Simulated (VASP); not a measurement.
# AlN (F-43m) in VASP: a series of runs

AlN is run at these levels: PBEsol; tasks: single point.

Everything below comes from runs of VASP 6.6.1. Logs are shortened: lines on timing, memory, paths and dates and some standing lists are left out, and cuts for length are marked.

## 1. The cell of the first run

Symmetry: F-43m, No. 216, cubic system. The conventional cell has a = 4.312 Å, b = 4.312 Å, c = 4.312 Å, α = 90.00°, β = 90.00°, γ = 90.00°. Within 2.5 Å of Al (site symmetry -43m) lie 4 N at 1.87 Å. N (site symmetry -43m) has 4 Al at 1.87 Å within 2.5 Å.

## 2. Single point, PBEsol

Input file INCAR:

```
ALGO = Normal
EDIFF = 1E-7
ENCUT = 520
GGA = PS
ISIF = 2
ISMEAR = 0
LASPH = T
LCHARG = F
LREAL = F
LWAVE = F
NBANDS = 11
NELM = 100
PREC = Accurate
SIGMA = 0.01
```

Input file KPOINTS:

```
k-points
0
Gamma
  8 8 8
```

Input file POSCAR:

```
AlN
1.0
    0.0000000000      2.1557749441      2.1557749441
    2.1557749441      0.0000000000      2.1557749441
    2.1557749441      2.1557749441      0.0000000000
Al N
1 1
Direct
    0.0000000000      0.0000000000      0.0000000000
    0.7500000000      0.7500000000      0.7500000000
```

Potentials or basis: VASP PAW PBE potentials, release 64 (Al, N).

Command:

```sh
$ cat potpaw_PBE.64/Al/POTCAR potpaw_PBE.64/N/POTCAR > POTCAR
$ mpirun -np 1 vasp_std > vasp.out
```

OUTCAR:

```text
EDIFF = 1E-7
   ENCUT = 520
   GGA = PS
   ISIF = 2
   ISMEAR = 0
   LASPH = T
   LREAL = F
   NELM = 100
   PREC = Accurate

 ion  position               nearest neighbor table
   1  0.000  0.000  0.000-   2 1.87   2 1.87   2 1.87   2 1.87
   2  0.750  0.750  0.750-   1 1.87   1 1.87   1 1.87   1 1.87

  LATTYP: Found a face centered cubic cell.
 ALAT       =     4.3115498882

  Lattice vectors:

 A1 = (   0.0000000000,   2.1557749441,   2.1557749441)
 A2 = (   2.1557749441,   0.0000000000,   2.1557749441)
 A3 = (   2.1557749441,   2.1557749441,   0.0000000000)

Analysis of symmetry for initial positions (statically):
=====================================================================
 Subroutine PRICEL returns:
 Original cell was already a primitive cell.

 Routine SETGRP: Setting up the symmetry group for a
 face centered cubic supercell.

 Subroutine GETGRP returns: Found 24 space group operations
 (whereof 24 operations were pure point group operations)
 out of a pool of 48 trial point group operations.

The static configuration has the point symmetry T_d .

Analysis of symmetry for dynamics (positions and initial velocities):
=====================================================================
 Subroutine PRICEL returns:
 Original cell was already a primitive cell.

 Routine SETGRP: Setting up the symmetry group for a
 face centered cubic supercell.

 Subroutine GETGRP returns: Found 24 space group operations
 (whereof 24 operations were pure point group operations)
 out of a pool of 48 trial point group operations.

The dynamic configuration has the point symmetry T_d .

 Subroutine INISYM returns: Found 24 space group operations
 (whereof 24 operations are pure point group operations),
 and found     1 'primitive' translations

----------------------------------------------------------------------------------------

                                     Primitive cell

  volume of cell :      20.0373

  direct lattice vectors                    reciprocal lattice vectors
     0.000000000  2.155774944  2.155774944    -0.231935157  0.231935157  0.231935157
     2.155774944  0.000000000  2.155774944     0.231935157 -0.231935157  0.231935157
     2.155774944  2.155774944  0.000000000     0.231935157  0.231935157 -0.231935157

  length of vectors
     3.048726163  3.048726163  3.048726163     0.401723476  0.401723476  0.401723476

  position of ions in fractional coordinates (direct lattice)
     0.000000000  0.000000000  0.000000000
     0.750000000  0.750000000  0.750000000

[... 79 lines left out ...]
   NSW    =      0    number of steps for IOM
   IBRION =     -1    ionic relax: 0-MD 1-quasi-New 2-CG
   NFREE  =      0    steps in history (QN), initial steepest desc. (CG)
   ISIF   =      2    stress and relaxation
   ISYM   =      2    0-nonsym 1-usesym 2-fastsym
   POTIM  = 0.5000    time-step for ionic-motion
   TEBEG  =    0.0;   TEEND  =   0.0 temperature during run
   PSTRESS=    0.0 pullay stress
   NELECT =       8.0000    total number of electrons
   NUPDOWN=      -1.0000    fix difference up-down
   EMIN   =  10.00;   EMAX   =-10.00  energy-range for DOS
   EFERMI =   0.00;   METHOD = LEGACY
   ISMEAR =     0;   SIGMA  =   0.01  broadening in eV -4-tet -1-fermi 0-gaus
   EFERMI_NEDOS =   21; number of points for ismear=-14 and -15
   IALGO  =     38    algorithm
   IMIX   =      4    mixing-type and parameters
     AMIX     =   0.40;   BMIX     =  1.00
     AMIX_MAG =   1.60;   BMIX_MAG =  1.00
  volume/ion in A,a.u.               =      10.02        67.61
  Fermi-wavevector in a.u.,A,eV,Ry     =   1.205475  2.278017 19.771566  1.453169
  Thomas-Fermi vector in A             =   2.341170
   LORBIT       =      0    0 simple, 1 ext, 2 COOP (PROOUT), +10 PAW based schemes
   GGA     = PS    functional components
   LHFCALC =     F    Hartree Fock is set to
   AEXX    =    0.0000 exact exchange contribution
   IVDW    =     0    specifies the selected vdW correction
   LEPSILON=     F    determine dielectric tensor
   LRPA    =     F    only Hartree local field effects (RPA)
 non-spin polarized calculation
 Gauss-broadening in eV      SIGMA  =   0.01
  energy-cutoff  :      520.00
  volume of cell :       20.04
 maximum number of plane-waves:       560
   NGX = 11   NGY = 11   NGZ = 11

 number of electron       7.9999998 magnetization

 Free energy of the ion-electron system (eV)
  ---------------------------------------------------
  ext. energy  EPLUGINS =         0.00000000
  ---------------------------------------------------
  free energy    TOTEN  =       -15.58246963 eV

  energy without entropy =      -15.58246963  energy(sigma->0) =      -15.58246963

 E-fermi :   6.3216     XC(G=0): -11.3010

 val. band max:        6.2526282477   @ k =   0.0000   0.0000   0.0000
 cond. band min:       9.4563886256   @ k =   0.5000   0.5000   0.0000
 fundamental gap:      3.2037603779
 Fermi energy:         6.3216207595

 k-point     1 :       0.0000    0.0000    0.0000
  band No.  band energies     occupation
      1      -8.9369      2.00000
      2       6.2526      2.00000
      3       6.2526      2.00000
      4       6.2526      2.00000
      5      10.7335      0.00000
      6      19.1086      0.00000
      7      19.1086      0.00000
      8      19.1086      0.00000
      9      24.1527      0.00000
     10      24.1527      0.00000
     11      25.5841      0.00000
[... 309 lines left out ...]
 k-point    24 :      -0.3750    0.2500    0.1250
  band No.  band energies     occupation
      1      -6.3894      2.00000
      2       0.9157      2.00000
      3       3.9604      2.00000
      4       5.0992      2.00000
      5      13.3676      0.00000
      6      15.7516      0.00000
      7      18.7037      0.00000
      8      19.2115      0.00000
      9      23.8295      0.00000
     10      25.3391      0.00000
     11      28.7103      0.00000

 [... further k-points ...]
[... 5 lines left out ...]
  --------------------------------------------------------------------------------------
  -------------------------------------------------------------------------------------
  Total        1.2566512      1.2566512      1.2566512      0.0000000     -0.0000000      0.0000000
  in kB      100.4812643    100.4812643    100.4812643      0.0000000     -0.0000000      0.0000000
  external PRESSURE =     100.4812643 kB  Pullay stress =       0.0000000 kB

 VOLUME and BASIS-vectors are now :
 -----------------------------------------------------------------------------
  energy-cutoff  :      520.00
  volume of cell :       20.04
      direct lattice vectors                 reciprocal lattice vectors
     0.000000000  2.155774944  2.155774944    -0.231935157  0.231935157  0.231935157
     2.155774944  0.000000000  2.155774944     0.231935157 -0.231935157  0.231935157
     2.155774944  2.155774944  0.000000000     0.231935157  0.231935157 -0.231935157

 POSITION                                       TOTAL-FORCE (eV/Angst)
 -----------------------------------------------------------------------------------
      0.00000      0.00000      0.00000        -0.000000     -0.000000     -0.000000
      3.23366      3.23366      3.23366         0.000000      0.000000      0.000000
 -----------------------------------------------------------------------------------
    total drift:                               -0.000000     -0.000000     -0.000000

  FREE ENERGIE OF THE ION-ELECTRON SYSTEM (eV)
  ---------------------------------------------------
  free  energy   TOTEN  =       -15.5824696325 eV

  energy  without entropy=      -15.5824696325  energy(sigma->0) =      -15.58246963
```

OSZICAR:

```text
N       E                     dE             d eps       ncg     rms          rms(c)
DAV:   1     0.884156706776E+01    0.88416E+01   -0.39380E+03   654   0.614E+02
DAV:   2    -0.171152038330E+02   -0.25957E+02   -0.25187E+02   766   0.136E+02
DAV:   3    -0.178905077885E+02   -0.77530E+00   -0.77435E+00   782   0.222E+01
DAV:   4    -0.178947277657E+02   -0.42200E-02   -0.42197E-02   731   0.175E+00
DAV:   5    -0.178947774739E+02   -0.49708E-04   -0.49708E-04   776   0.182E-01    0.850E+00
DAV:   6    -0.156278245453E+02    0.22670E+01   -0.10758E+01   753   0.165E+01    0.291E+00
DAV:   7    -0.156006790299E+02    0.27146E-01   -0.17144E-01   719   0.311E+00    0.207E+00
DAV:   8    -0.155835544460E+02    0.17125E-01   -0.25530E-02   719   0.149E+00    0.547E-01
DAV:   9    -0.155824545416E+02    0.10999E-02   -0.31371E-03   764   0.346E-01    0.233E-01
DAV:  10    -0.155824675366E+02   -0.12995E-04   -0.24025E-04   710   0.104E-01    0.134E-02
DAV:  11    -0.155824696246E+02   -0.20879E-05   -0.18889E-06   767   0.123E-02    0.142E-02
DAV:  12    -0.155824696325E+02   -0.79220E-08   -0.19091E-07   713   0.363E-03
   1 F= -.15582470E+02 E0= -.15582470E+02  d E =-.702728E-25
```

stdout:

```text
POSCAR found type information on POSCAR AlN
 POSCAR found :  2 types and       2 ions
 scaLAPACK will be used
 -----------------------------------------------------------------------------
|                                                                             |
|                                                                             |
|     You enforced a specific xc type in the INCAR file but a different       |
|     I HOPE YOU KNOW WHAT YOU ARE DOING!                                     |
|                                                                             |
 -----------------------------------------------------------------------------

 LDA part: xc-table for (Slater+PW92), standard interpolation
 POSCAR, INCAR and KPOINTS ok, starting setup
 FFT: planning ... GRIDC
 FFT: planning ... GRID_SOFT
 FFT: planning ... GRID
 WAVECAR not read
 entering main loop
```

Wall time 3.7 s (1 thread of Intel Xeon Platinum 8488C (Sapphire Rapids), shared host); peak memory 0.12 GiB.

What came out:

- Free energy: -15.5825 eV
- Pressure: 10.0 GPa
- Band gap on the k mesh: 3.20 eV, indirect (least direct gap 4.48 eV)

Levels at points of the mesh, in eV from the valence-band top:
```tsv
k point	band 1	band 2	band 3	band 4	band 5	band 6	band 7	band 8
(0.00, 0.00, 0.00)	-15.19	0.00	0.00	0.00	4.48	12.86	12.86	12.86
(0.50, 0.00, 0.00)	-12.99	-6.08	-0.49	-0.49	7.64	10.03	11.28	11.28
(0.50, 0.50, 0.00)	-12.30	-5.07	-1.83	-1.83	3.20	8.71	14.41	16.11
```

Caveat: the PAW data sets were made with another functional, which shifts forces and pressure a little. A k mesh can miss the band edges.

## 3. Single point, PBEsol

This run uses another cell than the first one, of 10.59 Å³/atom, 1.057 times its volume.

Input file INCAR:

```
SYSTEM = AlN
  PREC = Accurate
  ENCUT = 520
  EDIFF = 1E-7
  ISMEAR = 0
  SIGMA = 0.01
  LREAL = .FALSE.
  LASPH = .TRUE.
  NELM = 100
  ALGO = Normal
  ISIF = 2
  LWAVE = .FALSE.
  LCHARG = .FALSE.
  GGA = PS
  NBANDS = 11
```

Input file KPOINTS:

```
regular mesh
0
G
  8 8 8
  0 0 0
```

Input file POSCAR:

```
AlN
1.0
    0.0000000000      2.1962628991      2.1962628991
    2.1962628991      0.0000000000      2.1962628991
    2.1962628991      2.1962628991      0.0000000000
Al N
1 1
Direct
    0.0000000000      0.0000000000      0.0000000000
    0.7500000000      0.7500000000      0.7500000000
```

Potentials or basis: VASP PAW PBE potentials, release 64 (Al, N).

Command:

```sh
$ cat potpaw_PBE.64/Al/POTCAR potpaw_PBE.64/N/POTCAR > POTCAR
$ mpirun -np 1 vasp_std > vasp.out
```

Run time: 3.9 s. Hardware: 1 thread of Intel Xeon Platinum 8488C (Sapphire Rapids), shared host; peak memory 0.13 GiB.

The run converged. Its results:

- Free energy: -15.6100 eV
- Pressure: -2.0 GPa
- Band gap on the k mesh: 3.18 eV, indirect (least direct gap 3.99 eV)

Levels at points of the mesh, in eV from the valence-band top:
```
           k point  band 1  band 2  band 3  band 4  band 5  band 6  band 7  band 8  band 9
(0.00, 0.00, 0.00)  -14.86    0.00    0.00    0.00    3.99   12.30   12.30   12.30   17.45
(0.50, 0.00, 0.00)  -12.83   -5.84   -0.48   -0.48    7.14    9.65   10.93   10.93   17.61
(0.50, 0.50, 0.00)  -12.20   -4.89   -1.77   -1.77    3.18    8.38   13.65   15.42   15.42
```

Caveat: the PAW data sets were made with another functional, which shifts forces and pressure a little. A k mesh can miss the band edges.

## 4. Single point, PBEsol

This run uses another cell than the first one, of 10.49 Å³/atom, 1.047 times its volume.

Input file INCAR:

```
SYSTEM = AlN
PREC     = Accurate       ! precision mode
ENCUT    = 520            ! plane-wave cutoff, eV
EDIFF    = 1E-7           ! SCF threshold, eV
ISMEAR   = 0              ! smearing method
SIGMA    = 0.01           ! smearing width, eV
LREAL    = .FALSE.        ! projectors in reciprocal space
LASPH    = .TRUE.         ! aspherical terms in the spheres
NELM     = 60             ! most SCF steps
ALGO     = Normal         ! electronic algorithm
ISIF     = 2              ! what is computed and relaxed
LWAVE    = .FALSE.        ! write WAVECAR
LCHARG   = .FALSE.        ! write CHGCAR
GGA      = PS             ! functional
NBANDS   = 11             ! bands
```

Input file KPOINTS:

```
Automatic mesh
0
G
  8 8 8
  0 0 0
```

Input file POSCAR:

```
AlN
1.0
    0.0000000000      2.1887572796      2.1887572796
    2.1887572796      0.0000000000      2.1887572796
    2.1887572796      2.1887572796      0.0000000000
Al N
1 1
Direct
    0.0000000000      0.0000000000      0.0000000000
    0.7500000000      0.7500000000      0.7500000000
```

Command:

```sh
$ cat potpaw_PBE.64/Al/POTCAR potpaw_PBE.64/N/POTCAR > POTCAR
$ mpirun -np 1 vasp_std > vasp.out
```

Wall time 3.5 s (1 thread of Intel Xeon Platinum 8488C (Sapphire Rapids), shared host); peak memory 0.13 GiB.

The run converged. Its results:

```
Free energy            : -15.6112 eV
Pressure               : 0.0 GPa
Band gap on the k mesh : 3.18 eV, indirect (least direct gap 4.08 eV)
```

Levels at points of the mesh, in eV from the valence-band top:
| k point | band 1 | band 2 | band 3 | band 4 | band 5 | band 6 | band 7 | band 8 |
| --- | --- | --- | --- | --- | --- | --- | --- | --- |
| (0.00, 0.00, 0.00) | -14.92 | 0.00 | 0.00 | 0.00 | 4.08 | 12.40 | 12.40 | 12.40 |
| (0.50, 0.00, 0.00) | -12.86 | -5.89 | -0.48 | -0.48 | 7.23 | 9.72 | 10.99 | 10.99 |
| (0.50, 0.50, 0.00) | -12.22 | -4.93 | -1.78 | -1.78 | 3.18 | 8.44 | 13.78 | 15.55 |

Caveat: the PAW data sets were made with another functional, which shifts forces and pressure a little. A k mesh can miss the band edges.

(Continued in part 2 of 2.)
